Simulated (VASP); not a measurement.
# SiC (R3m) in VASP: a series of runs

Runs on SiC. Level: PBE. Tasks: single point.

All numbers are computed with VASP 6.6.1; they aren't measurements. Logs are shortened: lines on timing, memory, paths and dates and some standing lists are left out, and cuts for length are marked.

### 1 The cell of the first run

It takes space group R3m (No. 160, trigonal). The conventional cell has a = 3.303 Å, b = 3.303 Å, c = 7.468 Å, α = 90.00°, β = 90.00°, γ = 120.00°. Within 2.5 Å of Si (site symmetry 3m) lie 4 C at 1.87 to 2.01 Å. C (site symmetry 3m) has 4 Si at 1.87 to 2.01 Å within 2.5 Å.

### 2 Single point, PBE

The input, INCAR:

```
PREC     = Accurate       # precision mode
ENCUT    = 520            # plane-wave cutoff, eV
EDIFF    = 1E-7           # SCF threshold, eV
ISMEAR   = 0              # smearing method
SIGMA    = 0.05           # smearing width, eV
LREAL    = F              # projectors in reciprocal space
LASPH    = T              # aspherical terms in the spheres
NELM     = 80             # most SCF steps
ALGO     = Normal         # electronic algorithm
ISIF     = 2              # what is computed and relaxed
LWAVE    = F              # write WAVECAR
LCHARG   = F              # write CHGCAR
GGA      = PE             # functional
NBANDS   = 11             # bands
```

The input, KPOINTS:

```
Automatic mesh
0
Gamma
  12 12 12
```

The input, POSCAR:

```
SiC
1.0
    0.0000000000      2.3357507198      2.3357507198
    2.3357507198      0.0000000000      2.3357507198
    2.2158488495      2.2158488495      0.1199018703
Si C
1 1
Direct
    0.0000000000      0.0000000000      0.0000000000
    0.7500000000      0.7500000000      0.7500000000
```

Potentials or basis: VASP PAW PBE potentials, release 64 (Si, C).

The run is started by

```
$ cat potpaw_PBE.64/Si/POTCAR potpaw_PBE.64/C/POTCAR > POTCAR
$ mpirun -np 1 vasp_std > vasp.out
```

OUTCAR:

```text
PREC = Accurate
   ENCUT = 520
   EDIFF = 1E-7
   ISMEAR = 0
   LREAL = F
   LASPH = T
   NELM = 80
   ISIF = 2
   GGA = PE

 ion  position               nearest neighbor table
   1  0.000  0.000  0.000-   2 1.87   2 2.01   2 2.01   2 2.01
   2  0.750  0.750  0.750-   1 1.87   1 2.01   1 2.01   1 2.01

  LATTYP: Found a trigonal (rhomboedric) cell.
 ALAT       =     3.1359765156
 COS(alpha) =     0.4452371389

  Lattice vectors:

 A1 = (   2.2158488495,  -0.1199018703,  -2.2158488495)
 A2 = (  -0.1199018703,   2.2158488495,  -2.2158488495)
 A3 = (   2.2158488495,   2.2158488495,   0.1199018703)

Analysis of symmetry for initial positions (statically):
=====================================================================
 Subroutine PRICEL returns:
 Original cell was already a primitive cell.

 Routine SETGRP: Setting up the symmetry group for a
 trigonal (rhombohedral) supercell.

 Subroutine GETGRP returns: Found  6 space group operations
 (whereof  6 operations were pure point group operations)
 out of a pool of 12 trial point group operations.

The static configuration has the point symmetry C_3v.

Analysis of symmetry for dynamics (positions and initial velocities):
=====================================================================
 Subroutine PRICEL returns:
 Original cell was already a primitive cell.

 Routine SETGRP: Setting up the symmetry group for a
 trigonal (rhombohedral) supercell.

 Subroutine GETGRP returns: Found  6 space group operations
 (whereof  6 operations were pure point group operations)
 out of a pool of 12 trial point group operations.

The dynamic configuration has the point symmetry C_3v.

 Subroutine INISYM returns: Found  6 space group operations
 (whereof  6 operations are pure point group operations),
 and found     1 'primitive' translations

----------------------------------------------------------------------------------------

                                     Primitive cell

  volume of cell :      23.5240

  direct lattice vectors                    reciprocal lattice vectors
     0.000000000  2.335750720  2.335750720    -0.220016602  0.208111276  0.220016602
     2.335750720  0.000000000  2.335750720     0.208111276 -0.220016602  0.220016602
     2.215848849  2.215848849  0.119901870     0.231921928  0.231921928 -0.231921928

  length of vectors
     3.303250346  3.303250346  3.135976516     0.374332624  0.374332624  0.401700562

  position of ions in fractional coordinates (direct lattice)
     0.000000000  0.000000000  0.000000000
     0.750000000  0.750000000  0.750000000

  ion indices of the primitive-cell ions
   primitive index   ion index
                 1           1
                 2           2

----------------------------------------------------------------------------------------

 KPOINTS: Automatic mesh

Automatic generation of k-mesh.
 Grid dimensions read from file:
 generate k-points for:   12   12   12

 Generating k-lattice:

  Cartesian coordinates                     Fractional coordinates (reciprocal lattice)
    -0.018334717  0.017342606  0.018334717     0.083333333  0.000000000  0.000000000
     0.017342606 -0.018334717  0.018334717     0.000000000  0.083333333  0.000000000
     0.019326827  0.019326827 -0.019326827     0.000000000  0.000000000  0.083333333

  Length of vectors
     0.031194385  0.031194385  0.033475047

  Shift w.r.t. Gamma in fractional coordinates (k-lattice)
     0.000000000  0.000000000  0.000000000

 Subroutine IBZKPT returns following result:
 ===========================================

 Found    189 irreducible k-points:

 Following reciprocal coordinates:
            Coordinates               Weight
  0.000000  0.000000  0.000000      1.000000
  0.083333  0.000000  0.000000      6.000000
  0.166667  0.000000  0.000000      6.000000
  0.250000  0.000000  0.000000      6.000000
  0.333333  0.000000  0.000000      6.000000
  0.416667  0.000000  0.000000      6.000000
[... 16 lines left out ...]
  0.500000  0.166667 -0.000000     12.000000
 -0.416667  0.166667 -0.000000     12.000000
 [... further k-points ...]
   k-points           NKPTS =    189   k-points in BZ     NKDIM =    189   number of bands    NBANDS=     11
   number of dos      NEDOS =    301   number of ions     NIONS =      2
   total plane-waves  NPLWV =  18816
   dimension x,y,z NGX =    28 NGY =   28 NGZ =   24
   dimension x,y,z NGXF=    56 NGYF=   56 NGZF=   48
   ions per type =               1   1
   NGX,Y,Z   is equivalent  to a cutoff of  14.09, 14.09, 12.72 a.u.
   NGXF,Y,Z  is equivalent  to a cutoff of  28.18, 28.18, 25.45 a.u.
 SYSTEM =  unknown system
   PREC   = accura    normal or accurate (medium, high low for compatibility)
   ISTART =      0    job   : 0-new  1-cont  2-samecut
   ICHARG =      2    charge: 1-file 2-atom 10-const
   ISPIN  =      1    spin polarized calculation?
   LNONCOLLINEAR =      F non collinear calculations
   LSORBIT =      F    spin-orbit coupling
   LASPH  =      T    aspherical Exc in radial PAW
   ENCUT  =  520.0 eV  38.22 Ry    6.18 a.u.   6.14  6.14  5.83*2*pi/ulx,y,z
   NELM   =     80;   NELMIN=  2; NELMDL= -5     # of ELM steps
   EDIFF  = 0.1E-06   stopping-criterion for ELM
   LREAL  =      F    real-space projection
   EDIFFG = 0.1E-05   stopping-criterion for IOM
   NSW    =      0    number of steps for IOM
   IBRION =     -1    ionic relax: 0-MD 1-quasi-New 2-CG
   NFREE  =      0    steps in history (QN), initial steepest desc. (CG)
   ISIF   =      2    stress and relaxation
   ISYM   =      2    0-nonsym 1-usesym 2-fastsym
   POTIM  = 0.5000    time-step for ionic-motion
   TEBEG  =    0.0;   TEEND  =   0.0 temperature during run
   PSTRESS=    0.0 pullay stress
   NELECT =       8.0000    total number of electrons
   NUPDOWN=      -1.0000    fix difference up-down
   EMIN   =  10.00;   EMAX   =-10.00  energy-range for DOS
   EFERMI =   0.00;   METHOD = LEGACY
   ISMEAR =     0;   SIGMA  =   0.05  broadening in eV -4-tet -1-fermi 0-gaus
   EFERMI_NEDOS =   21; number of points for ismear=-14 and -15
   IALGO  =     38    algorithm
   IMIX   =      4    mixing-type and parameters
     AMIX     =   0.40;   BMIX     =  1.00
     AMIX_MAG =   1.60;   BMIX_MAG =  1.00
  volume/ion in A,a.u.               =      11.76        79.37
  Fermi-wavevector in a.u.,A,eV,Ry     =   1.142706  2.159401 17.766169  1.305777
  Thomas-Fermi vector in A             =   2.279403
   LORBIT       =      0    0 simple, 1 ext, 2 COOP (PROOUT), +10 PAW based schemes
   GGA     = PE    functional components
   LHFCALC =     F    Hartree Fock is set to
   AEXX    =    0.0000 exact exchange contribution
   IVDW    =     0    specifies the selected vdW correction
   LEPSILON=     F    determine dielectric tensor
   LRPA    =     F    only Hartree local field effects (RPA)
 non-spin polarized calculation
 Gauss-broadening in eV      SIGMA  =   0.05
  energy-cutoff  :      520.00
  volume of cell :       23.52
 maximum number of plane-waves:       645
 NGX is ok and might be reduce to    28
   NGX = 13   NGY = 13   NGZ = 11

 number of electron       8.0000000 magnetization

 Free energy of the ion-electron system (eV)
  ---------------------------------------------------
  ext. energy  EPLUGINS =         0.00000000
  ---------------------------------------------------
  free energy    TOTEN  =       -14.76898102 eV

  energy without entropy =      -14.76898102  energy(sigma->0) =      -14.76898102

 E-fermi :   7.1722     XC(G=0): -10.8023

 val. band max:        6.8736743528   @ k =   0.0000   0.0000   0.0000
 cond. band min:       8.0880556819   @ k =   0.5000   0.5000   0.0000
 fundamental gap:      1.2143813291
 Fermi energy:         7.1721768871

 k-point     1 :       0.0000    0.0000    0.0000
  band No.  band energies     occupation
      1      -7.7225      2.00000
      2       6.6362      2.00000
      3       6.6362      2.00000
      4       6.8737      2.00000
      5      10.9674      0.00000
      6      12.6886      0.00000
      7      12.6886      0.00000
      8      14.8989      0.00000
      9      20.5776      0.00000
     10      20.5776      0.00000
     11      21.3658      0.00000

 k-point     2 :       0.0833    0.0000    0.0000
  band No.  band energies     occupation
      1      -7.6053      2.00000
      2       5.8726      2.00000
      3       6.5660      2.00000
      4       6.7727      2.00000
      5      11.3741      0.00000
      6      12.8407      0.00000
      7      12.8923      0.00000
      8      14.9388      0.00000
      9      19.8190      0.00000
     10      20.1157      0.00000
     11      21.8377      0.00000

 k-point     3 :       0.1667    0.0000    0.0000
  band No.  band energies     occupation
      1      -7.2582      2.00000
      2       4.2638      2.00000
      3       6.3926      2.00000
      4       6.5489      2.00000
      5      11.7294      0.00000
      6      13.1789      0.00000
      7      13.5419      0.00000
      8      15.1269      0.00000
      9      18.9558      0.00000
     10      19.6675      0.00000
     11      21.5994      0.00000

 k-point     4 :       0.2500    0.0000    0.0000
  band No.  band energies     occupation
      1      -6.6977      2.00000
      2       2.4852      2.00000
      3       6.1907      2.00000
      4       6.2859      2.00000
      5      11.6687      0.00000
      6      13.4126      0.00000
      7      14.2054      0.00000
      8      15.4374      0.00000
      9      18.7879      0.00000
     10      19.8887      0.00000
     11      21.1127      0.00000

 k-point     5 :       0.3333    0.0000    0.0000
  band No.  band energies     occupation
      1      -5.9674      2.00000
      2       0.8049      2.00000
      3       6.0191      2.00000
      4       6.0573      2.00000
      5      11.4837      0.00000
      6      13.3708      0.00000
      7      14.3699      0.00000
      8      15.8565      0.00000
      9      19.4859      0.00000
     10      20.4506      0.00000
     11      21.5074      0.00000
[... 211 lines left out ...]
 k-point    21 :       0.3333    0.1667    0.0000
  band No.  band energies     occupation
      1      -6.0193      2.00000
      2       1.9411      2.00000
      3       5.0369      2.00000
      4       5.3826      2.00000
      5      11.4006      0.00000
      6      12.9470      0.00000
      7      14.6906      0.00000
      8      15.8024      0.00000
      9      18.2612      0.00000
     10      22.0483      0.00000
     11      23.3631      0.00000

 k-point    22 :       0.4167    0.1667    0.0000
  band No.  band energies     occupation
      1      -5.2646      2.00000
      2       0.4679      2.00000
      3       4.6112      2.00000
      4       5.2877      2.00000
      5      11.4388      0.00000
      6      13.3967      0.00000
      7      14.8299      0.00000
      8      15.6562      0.00000
      9      19.0575      0.00000
     10      22.7446      0.00000
     11      23.6355      0.00000

 k-point    23 :       0.5000    0.1667   -0.0000
  band No.  band energies     occupation
      1      -4.5927      2.00000
      2      -0.5951      2.00000
      3       4.1889      2.00000
      4       5.3396      2.00000
      5      11.5197      0.00000
      6      13.5156      0.00000
      7      15.2360      0.00000
      8      15.8786      0.00000
      9      19.4391      0.00000
     10      22.8594      0.00000
     11      23.6816      0.00000

 k-point    24 :      -0.4167    0.1667   -0.0000
  band No.  band energies     occupation
      1      -4.5132      2.00000
      2      -0.7023      2.00000
      3       3.8729      2.00000
      4       5.5221      2.00000
      5      11.7545      0.00000
      6      13.4974      0.00000
      7      15.1074      0.00000
      8      16.5414      0.00000
      9      19.6882      0.00000
     10      21.6646      0.00000
     11      23.4700      0.00000

 [... further k-points ...]

------------------------ aborting loop because EDIFF is reached ----------------------------------------

  FORCE on cell =-STRESS in cart. coord.  units (eV):
  Direction    XX          YY          ZZ          XY          YZ          ZX
  --------------------------------------------------------------------------------------
  -------------------------------------------------------------------------------------
  Total       -2.5875732     -2.5875732     -2.5875732      1.6034587     -1.6034587     -1.6034587
  in kB     -176.2349543   -176.2349543   -176.2349543    109.2086879   -109.2086879   -109.2086879
  external PRESSURE =    -176.2349543 kB  Pullay stress =       0.0000000 kB

 VOLUME and BASIS-vectors are now :
 -----------------------------------------------------------------------------
  energy-cutoff  :      520.00
  volume of cell :       23.52
      direct lattice vectors                 reciprocal lattice vectors
     0.000000000  2.335750720  2.335750720    -0.220016602  0.208111276  0.220016602
     2.335750720  0.000000000  2.335750720     0.208111276 -0.220016602  0.220016602
     2.215848849  2.215848849  0.119901870     0.231921928  0.231921928 -0.231921928

 POSITION                                       TOTAL-FORCE (eV/Angst)
 -----------------------------------------------------------------------------------
      0.00000      0.00000      0.00000        -0.294815     -0.294815      0.294815
      3.41370      3.41370      3.59355         0.294815      0.294815     -0.294815
 -----------------------------------------------------------------------------------
    total drift:                                0.000071      0.000071     -0.000071

  FREE ENERGIE OF THE ION-ELECTRON SYSTEM (eV)
  ---------------------------------------------------
  free  energy   TOTEN  =       -14.7689810214 eV

  energy  without entropy=      -14.7689810214  energy(sigma->0) =      -14.76898102
```

Wall time 77 s (1 thread of Intel Xeon 6975P-C, shared host); peak memory 0.17 GiB.

Results:

```
Free energy            : -14.7690 eV
Pressure               : -17.6 GPa
Largest force          : 0.511 eV/Å
Band gap on the k mesh : 1.21 eV, indirect (least direct gap 3.89 eV)
```

Forces on the atoms (eV/Å):
```
Si  -0.295 -0.295  0.295
C    0.295  0.295 -0.295
```

A k mesh can miss the band edges. Expect the measured gap to be larger: semilocal functionals such as PBE lack the derivative discontinuity.

[end of part 1 of 2]
